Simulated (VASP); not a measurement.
W:

```xyz
1
Lattice="2.5900 0.0000 0.0000 0.0000 2.5900 0.0000 0.0000 0.0000 2.5900" Properties=species:S:1:pos:R:3 pbc="T T T"
W     0.0000    0.0000    0.0000
```

- Program: VASP 6.6.1
- Task: relaxation of cell and atoms
- Functional: RPBE
- Dispersion: D3(BJ)
- Potentials or basis: VASP PAW PBE potentials, release 64 (W_sv)
- Cutoff: 500 eV
- k mesh: 9 × 9 × 9
- Occupations: fermi-dirac, width 0.1 eV
- Spin: no spin polarisation

At the start: pressure -26.1 GPa; volume 17.37 Å³/atom.

Question: How do energy, volume and symmetry change on relaxing?

Answer: Over 5 steps the energy falls by 159.3 meV/atom and the volume is 15.60 Å³/atom (-10.2 %); space group Pm-3m (No. 221, to 0.05 Å).

Step by step:
```csv
step,energy change (eV),largest force (eV/Å),pressure (GPa),volume (Å³)
1,0.0000,0.0000,-26.10,17.37
2,2.0434,0.0000,215.29,11.18
3,-0.1561,0.0000,-4.42,15.83
4,-0.1589,0.0000,-1.69,15.69
5,-0.1593,0.0000,0.02,15.60
```

Final structure:
```
W
1.0
     2.49863    0.00000    0.00000
     0.00000    2.49863    0.00000
     0.00000    0.00000    2.49863
W
1
Cartesian
  0.0000 0.0000 0.0000
```

Caveat: the PAW data sets were made with another functional, which shifts forces and pressure a little; pairwise dispersion overbinds metals, which lowers pressure and volume.
